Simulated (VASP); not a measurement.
# Mg3S2 (P6_3/mmc) in VASP: further runs

Runs on Mg3S2. Level: PBE. Tasks: single point.

Everything below comes from runs of VASP 6.6.1. Logs are shortened: lines on timing, memory, paths and dates and some standing lists are left out, and cuts for length are marked.

## (1) The cell of the first run

The structure is hexagonal, space group P6_3/mmc (No. 194). The conventional cell has a = 3.695 Å, b = 3.695 Å, c = 17.736 Å, α = 90.00°, β = 90.00°, γ = 120.00°. Mg (site symmetry 3m) has 3 S at 2.61 Å and 1 Mg at 2.84 Å within 3.4 Å. Mg (site symmetry -3m) has 6 S at 2.62 Å within 3.5 Å. Within 3.4 Å of S (site symmetry 3m) lie 6 Mg at 2.61 to 2.62 Å.

The cell was built from a structure type or drawn by symmetry, and may not be a known phase.

## (2) Single point, PBE

INCAR reads:

```
PREC = Accurate
ENCUT = 520
EDIFF = 1E-7
ISMEAR = 0
SIGMA = 0.02
LREAL = F
LASPH = T
NELM = 60
ALGO = Normal
ISIF = 2
LWAVE = F
LCHARG = T
GGA = PE
LELF = T
LVHAR = T
NBANDS = 29
```

KPOINTS reads:

```
Automatic mesh
0
Gamma
  12 12 2
```

POSCAR reads:

```
Mg3S2
1.0
    3.6951092327      0.0000000000      0.0000000000
   -1.8475546164      3.2000584653      0.0000000000
    0.0000000000      0.0000000000     17.7358026547
Mg S
6 4
Direct
    0.3333333333      0.6666666667      0.8300883330
    0.6666666667      0.3333333333      0.3300883330
    0.6666666667      0.3333333333      0.1699116670
    0.3333333333      0.6666666667      0.6699116670
    0.0000000000      0.0000000000      0.0000000000
    0.0000000000      0.0000000000      0.5000000000
    0.6666666667      0.3333333333      0.9144117643
    0.3333333333      0.6666666667      0.4144117643
    0.6666666667      0.3333333333      0.5855882357
    0.3333333333      0.6666666667      0.0855882357
```

Potentials or basis: VASP PAW PBE potentials, release 64 (Mg, S).

Started as:

```sh
$ cat potpaw_PBE.64/Mg/POTCAR potpaw_PBE.64/S/POTCAR > POTCAR
$ mpirun -np 1 vasp_std > vasp.out
```

OUTCAR:

```text
PREC = Accurate
   ENCUT = 520
   EDIFF = 1E-7
   ISMEAR = 0
   LREAL = F
   LASPH = T
   NELM = 60
   ISIF = 2
   GGA = PE

 ion  position               nearest neighbor table
   1  0.333  0.667  0.830-   7 2.61   7 2.61   7 2.61   4 2.84
   2  0.667  0.333  0.330-   8 2.61   8 2.61   8 2.61   3 2.84
   3  0.667  0.333  0.170-  10 2.61  10 2.61  10 2.61   2 2.84
   4  0.333  0.667  0.670-   9 2.61   9 2.61   9 2.61   1 2.84
   5  0.000  0.000  0.000-   7 2.62  10 2.62   7 2.62  10 2.62   7 2.62  10 2.62
   6  0.000  0.000  0.500-   8 2.62   9 2.62   9 2.62   8 2.62   9 2.62   8 2.62
   7  0.667  0.333  0.914-   1 2.61   1 2.61   1 2.61   5 2.62   5 2.62   5 2.62
   8  0.333  0.667  0.414-   2 2.61   2 2.61   2 2.61   6 2.62   6 2.62   6 2.62
   9  0.667  0.333  0.586-   4 2.61   4 2.61   4 2.61   6 2.62   6 2.62   6 2.62
  10  0.333  0.667  0.086-   3 2.61   3 2.61   3 2.61   5 2.62   5 2.62   5 2.62

  LATTYP: Found a hexagonal cell.
 ALAT       =     3.6951092327
 C/A-ratio  =     4.7998046980

  Lattice vectors:

 A1 = (   3.6951092327,   0.0000000000,   0.0000000000)
 A2 = (  -1.8475546164,   3.2000584653,   0.0000000000)
 A3 = (   0.0000000000,   0.0000000000,  17.7358026547)

Analysis of symmetry for initial positions (statically):
=====================================================================
 Subroutine PRICEL returns:
 Original cell was already a primitive cell.

 Routine SETGRP: Setting up the symmetry group for a
 hexagonal supercell.

 Subroutine GETGRP returns: Found 24 space group operations
 (whereof 12 operations were pure point group operations)
 out of a pool of 24 trial point group operations.

The static configuration has the point symmetry D_3d.
 The point group associated with its full space group is D_6h.

Analysis of symmetry for dynamics (positions and initial velocities):
=====================================================================
 Subroutine PRICEL returns:
 Original cell was already a primitive cell.

 Routine SETGRP: Setting up the symmetry group for a
 hexagonal supercell.

 Subroutine GETGRP returns: Found 24 space group operations
 (whereof 12 operations were pure point group operations)
 out of a pool of 24 trial point group operations.

The dynamic configuration has the point symmetry D_3d.
 The point group associated with its full space group is D_6h.

 Subroutine INISYM returns: Found 24 space group operations
 (whereof 12 operations are pure point group operations),
 and found     1 'primitive' translations

----------------------------------------------------------------------------------------

                                     Primitive cell

  volume of cell :     209.7182

  direct lattice vectors                    reciprocal lattice vectors
     3.695109233  0.000000000  0.000000000     0.270627994  0.156247145  0.000000000
    -1.847554616  3.200058465  0.000000000     0.000000000  0.312494291  0.000000000
     0.000000000  0.000000000 17.735802655     0.000000000  0.000000000  0.056383126

  length of vectors
     3.695109233  3.695109233 17.735802655     0.312494291  0.312494291  0.056383126

  position of ions in fractional coordinates (direct lattice)
     0.333333333  0.666666667  0.830088333
     0.666666667  0.333333333  0.330088333
     0.666666667  0.333333333  0.169911667
     0.333333333  0.666666667  0.669911667
     0.000000000  0.000000000  0.000000000
     0.000000000  0.000000000  0.500000000
     0.666666667  0.333333333  0.914411764
     0.333333333  0.666666667  0.414411764
     0.666666667  0.333333333  0.585588236
     0.333333333  0.666666667  0.085588236

  ion indices of the primitive-cell ions
   primitive index   ion index
                 1           1
                 2           2
                 3           3
                 4           4
                 5           5
                 6           6
                 7           7
                 8           8
                 9           9
                10          10

----------------------------------------------------------------------------------------

 KPOINTS: Automatic mesh

Automatic generation of k-mesh.
 Grid dimensions read from file:
 generate k-points for:   12   12    2

 Generating k-lattice:

  Cartesian coordinates                     Fractional coordinates (reciprocal lattice)
     0.022552333  0.013020595  0.000000000     0.083333333  0.000000000  0.000000000
     0.000000000  0.026041191  0.000000000     0.000000000  0.083333333  0.000000000
     0.000000000  0.000000000  0.028191563     0.000000000  0.000000000  0.500000000

  Length of vectors
     0.026041191  0.026041191  0.028191563

  Shift w.r.t. Gamma in fractional coordinates (k-lattice)
     0.000000000  0.000000000  0.000000000

 Subroutine IBZKPT returns following result:
 ===========================================

 Found     38 irreducible k-points:

 Following reciprocal coordinates:
            Coordinates               Weight
  0.000000  0.000000  0.000000      1.000000
  0.083333  0.000000  0.000000      6.000000
  0.166667  0.000000  0.000000      6.000000
  0.250000  0.000000  0.000000      6.000000
  0.333333  0.000000  0.000000      6.000000
  0.416667  0.000000  0.000000      6.000000
[... 16 lines left out ...]
  0.250000  0.000000  0.500000      6.000000
  0.333333  0.000000  0.500000      6.000000
 [... further k-points ...]
   k-points           NKPTS =     38   k-points in BZ     NKDIM =     38   number of bands    NBANDS=     29
   number of dos      NEDOS =    301   number of ions     NIONS =     10
   total plane-waves  NPLWV = 109760
   dimension x,y,z NGX =    28 NGY =   28 NGZ =  140
   dimension x,y,z NGXF=    56 NGYF=   56 NGZF=  280
   ions per type =               6   4
   NGX,Y,Z   is equivalent  to a cutoff of  12.60, 12.60, 13.12 a.u.
   NGXF,Y,Z  is equivalent  to a cutoff of  25.19, 25.19, 26.25 a.u.
 SYSTEM =  unknown system
   PREC   = accura    normal or accurate (medium, high low for compatibility)
   ISTART =      0    job   : 0-new  1-cont  2-samecut
   ICHARG =      2    charge: 1-file 2-atom 10-const
   ISPIN  =      1    spin polarized calculation?
   LNONCOLLINEAR =      F non collinear calculations
   LSORBIT =      F    spin-orbit coupling
   LASPH  =      T    aspherical Exc in radial PAW
   ENCUT  =  520.0 eV  38.22 Ry    6.18 a.u.   6.87  6.87 32.98*2*pi/ulx,y,z
   NELM   =     60;   NELMIN=  2; NELMDL= -5     # of ELM steps
   EDIFF  = 0.1E-06   stopping-criterion for ELM
   LREAL  =      F    real-space projection
   EDIFFG = 0.1E-05   stopping-criterion for IOM
   NSW    =      0    number of steps for IOM
   IBRION =     -1    ionic relax: 0-MD 1-quasi-New 2-CG
   NFREE  =      0    steps in history (QN), initial steepest desc. (CG)
   ISIF   =      2    stress and relaxation
   ISYM   =      2    0-nonsym 1-usesym 2-fastsym
   POTIM  = 0.5000    time-step for ionic-motion
   TEBEG  =    0.0;   TEEND  =   0.0 temperature during run
   PSTRESS=    0.0 pullay stress
   NELECT =      36.0000    total number of electrons
   NUPDOWN=      -1.0000    fix difference up-down
   EMIN   =  10.00;   EMAX   =-10.00  energy-range for DOS
   EFERMI =   0.00;   METHOD = LEGACY
   ISMEAR =     0;   SIGMA  =   0.02  broadening in eV -4-tet -1-fermi 0-gaus
   EFERMI_NEDOS =   21; number of points for ismear=-14 and -15
   IALGO  =     38    algorithm
   IMIX   =      4    mixing-type and parameters
     AMIX     =   0.40;   BMIX     =  1.00
     AMIX_MAG =   1.60;   BMIX_MAG =  1.00
  volume/ion in A,a.u.               =      20.97       141.52
  Fermi-wavevector in a.u.,A,eV,Ry     =   0.909837  1.719343 11.262951  0.827804
  Thomas-Fermi vector in A             =   2.033929
   LORBIT       =      0    0 simple, 1 ext, 2 COOP (PROOUT), +10 PAW based schemes
   GGA     = PE    functional components
   LHFCALC =     F    Hartree Fock is set to
   AEXX    =    0.0000 exact exchange contribution
   IVDW    =     0    specifies the selected vdW correction
   LEPSILON=     F    determine dielectric tensor
   LRPA    =     F    only Hartree local field effects (RPA)
 non-spin polarized calculation
 Gauss-broadening in eV      SIGMA  =   0.02
  energy-cutoff  :      520.00
  volume of cell :      209.72
 maximum number of plane-waves:      5684
 NGX is ok and might be reduce to    28
   NGX = 13   NGY = 13   NGZ = 65

 number of electron      35.9999995 magnetization

 Free energy of the ion-electron system (eV)
  ---------------------------------------------------
  ext. energy  EPLUGINS =         0.00000000
  ---------------------------------------------------
  free energy    TOTEN  =       -35.63661601 eV

  energy without entropy =      -35.63661601  energy(sigma->0) =      -35.63661601

 E-fermi :   4.4052     XC(G=0):  -8.8840

 val. band max:        4.3068531244   @ k =   0.3333   0.3333   0.5000
 cond. band min:       4.6528477931   @ k =   0.5000   0.0000   0.0000
 fundamental gap:      0.3459946686
 Fermi energy:         4.4052481007

 k-point     1 :       0.0000    0.0000    0.0000
  band No.  band energies     occupation
      1     -10.3684      2.00000
      2     -10.3610      2.00000
      3      -9.7572      2.00000
      4      -9.7459      2.00000
      5      -2.3624      2.00000
      6      -2.0419      2.00000
[... 21 lines left out ...]
     28       9.3063      0.00000
     29       9.9765      0.00000

 k-point     2 :       0.0833    0.0000    0.0000
  band No.  band energies     occupation
      1     -10.3140      2.00000
      2     -10.3067      2.00000
      3      -9.7153      2.00000
      4      -9.7043      2.00000
      5      -2.2854      2.00000
      6      -1.9740      2.00000
[... 21 lines left out ...]
     28       9.5001      0.00000
     29       9.5196      0.00000

 k-point     3 :       0.1667    0.0000    0.0000
  band No.  band energies     occupation
      1     -10.1576      2.00000
      2     -10.1508      2.00000
      3      -9.5977      2.00000
      4      -9.5878      2.00000
      5      -2.0620      2.00000
      6      -1.7814      2.00000
[... 21 lines left out ...]
     28       8.9663      0.00000
     29       9.5502      0.00000

 k-point     4 :       0.2500    0.0000    0.0000
  band No.  band energies     occupation
      1      -9.9212      2.00000
      2      -9.9152      2.00000
      3      -9.4302      2.00000
      4      -9.4221      2.00000
      5      -1.7278      2.00000
      6      -1.5242      2.00000
[... 21 lines left out ...]
     28       9.1110      0.00000
     29       9.7086      0.00000

 k-point     5 :       0.3333    0.0000    0.0000
  band No.  band energies     occupation
      1      -9.6467      2.00000
      2      -9.6418      2.00000
      3      -9.2590      2.00000
      4      -9.2528      2.00000
      5      -1.7460      2.00000
      6      -1.6967      2.00000
[... 21 lines left out ...]
     28       8.6707      0.00000
     29       9.3140      0.00000
[... 510 lines left out ...]
     28       9.4603      0.00000
     29       9.6575      0.00000

 k-point    22 :       0.1667    0.0000    0.5000
  band No.  band energies     occupation
      1     -10.1542      2.00000
      2     -10.1542      2.00000
      3      -9.5927      2.00000
      4      -9.5927      2.00000
      5      -1.9445      2.00000
      6      -1.9445      2.00000
[... 21 lines left out ...]
     28       9.0414      0.00000
     29       9.5554      0.00000

 k-point    23 :       0.2500    0.0000    0.5000
  band No.  band energies     occupation
      1      -9.9182      2.00000
      2      -9.9182      2.00000
      3      -9.4261      2.00000
      4      -9.4261      2.00000
      5      -1.6414      2.00000
      6      -1.6414      2.00000
[... 21 lines left out ...]
     28       8.7656      0.00000
     29       9.8905      0.00000

 k-point    24 :       0.3333    0.0000    0.5000
  band No.  band energies     occupation
      1      -9.6442      2.00000
      2      -9.6442      2.00000
      3      -9.2559      2.00000
      4      -9.2559      2.00000
      5      -1.7228      2.00000
      6      -1.7228      2.00000
[... 21 lines left out ...]
     28       8.4909      0.00000
     29       9.4876      0.00000

 [... further k-points ...]

------------------------ aborting loop because EDIFF is reached ----------------------------------------

  FORCE on cell =-STRESS in cart. coord.  units (eV):
  Direction    XX          YY          ZZ          XY          YZ          ZX
  --------------------------------------------------------------------------------------
  -------------------------------------------------------------------------------------
  Total       -0.2548332     -0.2548332     -0.2518066      0.0000000      0.0000000      0.0000000
  in kB       -1.9468415     -1.9468415     -1.9237193      0.0000000      0.0000000      0.0000000
  external PRESSURE =      -1.9391341 kB  Pullay stress =       0.0000000 kB

 VOLUME and BASIS-vectors are now :
 -----------------------------------------------------------------------------
  energy-cutoff  :      520.00
  volume of cell :      209.72
      direct lattice vectors                 reciprocal lattice vectors
     3.695109233  0.000000000  0.000000000     0.270627994  0.156247145  0.000000000
    -1.847554616  3.200058465  0.000000000     0.000000000  0.312494291  0.000000000
     0.000000000  0.000000000 17.735802655     0.000000000  0.000000000  0.056383126

 POSITION                                       TOTAL-FORCE (eV/Angst)
 -----------------------------------------------------------------------------------
     -0.00000      2.13337     14.72228         0.000000     -0.000000      0.001723
      1.84755      1.06669      5.85438         0.000000      0.000000      0.001723
      1.84755      1.06669      3.01352        -0.000000      0.000000     -0.001723
     -0.00000      2.13337     11.88142        -0.000000     -0.000000     -0.001723
      0.00000      0.00000      0.00000        -0.000000      0.000000      0.000000
      0.00000      0.00000      8.86790        -0.000000      0.000000      0.000000
      1.84755      1.06669     16.21783        -0.000000      0.000000      0.007098
     -0.00000      2.13337      7.34993         0.000000      0.000000      0.007098
      1.84755      1.06669     10.38588         0.000000      0.000000     -0.007098
     -0.00000      2.13337      1.51798         0.000000     -0.000000     -0.007098
 -----------------------------------------------------------------------------------
    total drift:                                0.000000     -0.000000      0.000000

  FREE ENERGIE OF THE ION-ELECTRON SYSTEM (eV)
  ---------------------------------------------------
  free  energy   TOTEN  =       -35.6366160081 eV

  energy  without entropy=      -35.6366160081  energy(sigma->0) =      -35.63661601
```

Wall time 3.4 min (1 thread of Intel Xeon Platinum 8375C at 2.90GHz (Ice Lake), shared host); peak memory 0.42 GiB.

Results:

| Property | Result |
| --- | --- |
| Free energy | -35.6366 eV |
| Pressure | -0.2 GPa |
| Largest force | 0.007 eV/Å |
| Band gap on the k mesh | 0.35 eV (least direct gap 0.43 eV) |

Forces in eV/Å, atoms in the order of the input:
```
Mg   0.000  0.000  0.002
Mg   0.000  0.000  0.002
Mg   0.000  0.000 -0.002
Mg   0.000  0.000 -0.002
Mg   0.000  0.000  0.000
Mg   0.000  0.000  0.000
S    0.000  0.000  0.007
S    0.000  0.000  0.007
S    0.000  0.000 -0.007
S    0.000  0.000 -0.007
```

Levels at points of the mesh, in eV from the valence-band top:
```csv
k point,band 15,band 16,band 17,band 18,band 19,band 20,band 21,band 22
"(0.00, 0.00, 0.00)",-2.52,-2.51,-2.51,-1.62,0.72,2.07,2.31,2.37
"(0.50, 0.00, 0.00)",-3.25,-3.24,-1.06,-0.61,0.35,0.93,0.93,1.81
"(0.00, 0.00, 0.50)",-2.52,-2.52,-2.22,-2.22,1.35,1.35,2.37,2.37
"(0.50, 0.00, 0.50)",-3.25,-3.25,-0.85,-0.85,0.54,0.54,1.44,1.44
```

A k mesh can miss the band edges.

## (3) Single point, PBE

INCAR reads:

```
SYSTEM = Mg3S2
PREC = Accurate
ENCUT = 520
EDIFF = 1E-6
ISMEAR = 0
SIGMA = 0.01
LREAL = .FALSE.
LASPH = .TRUE.
NELM = 80
ALGO = Normal
ISIF = 2
LWAVE = .FALSE.
LCHARG = .FALSE.
GGA = PE
NBANDS = 29
```

KPOINTS reads:

```
regular mesh
0
G
  12 12 2
  0 0 0
```

POSCAR reads:

```
Mg3S2
1.0
    3.6951184045      0.0000000000      0.0000000000
   -1.8475592023      3.2000664083      0.0000000000
    0.0000000000      0.0000000000     17.7358157000
Mg S
6 4
Direct
    0.3333333333      0.6666666667      0.8300854137
    0.6666666667      0.3333333333      0.3300854137
    0.6666666667      0.3333333333      0.1699145863
    0.3333333333      0.6666666667      0.6699145863
    0.0000000000      0.0000000000      0.0000000000
    0.0000000000      0.0000000000      0.5000000000
    0.6666666667      0.3333333333      0.9144175547
    0.3333333333      0.6666666667      0.4144175547
    0.6666666667      0.3333333333      0.5855824453
    0.3333333333      0.6666666667      0.0855824453
```

Potentials or basis: VASP PAW PBE potentials, release 64 (Mg, S).

Started as:

```sh
$ cat potpaw_PBE.64/Mg/POTCAR potpaw_PBE.64/S/POTCAR > POTCAR
$ mpirun -np 1 vasp_std > vasp.out
```

It took 3.2 min on 1 thread of Intel Xeon Platinum 8375C at 2.90GHz (Ice Lake), shared host; peak memory 0.42 GiB.

Results (log left out):

| Quantity | Value |
| --- | --- |
| Free energy | -35.6366 eV |
| Pressure | -0.2 GPa |
| Largest force | 0.006 eV/Å |
| Band gap on the k mesh | 0.35 eV (least direct gap 0.43 eV) |

Forces on the atoms (eV/Å):
```
Mg   0.000  0.000  0.003
Mg   0.000  0.000  0.003
Mg   0.000  0.000 -0.003
Mg   0.000  0.000 -0.003
Mg   0.000  0.000  0.000
Mg   0.000  0.000  0.000
S    0.000  0.000  0.006
S    0.000  0.000  0.006
S    0.000  0.000 -0.006
S    0.000  0.000 -0.006
```

Levels at points of the mesh, in eV from the valence-band top:
```csv
k point,band 14,band 15,band 16,band 17,band 18,band 19,band 20,band 21,band 22,band 23
"(0.00, 0.00, 0.00)",-2.52,-2.52,-2.51,-2.51,-1.62,0.72,2.07,2.31,2.37,3.27
"(0.50, 0.00, 0.00)",-3.76,-3.25,-3.24,-1.06,-0.61,0.35,0.93,0.93,1.81,1.97
"(0.00, 0.00, 0.50)",-2.52,-2.52,-2.52,-2.22,-2.22,1.35,1.35,2.37,2.37,3.66
"(0.50, 0.00, 0.50)",-3.77,-3.25,-3.25,-0.85,-0.85,0.54,0.54,1.44,1.44,2.21
```
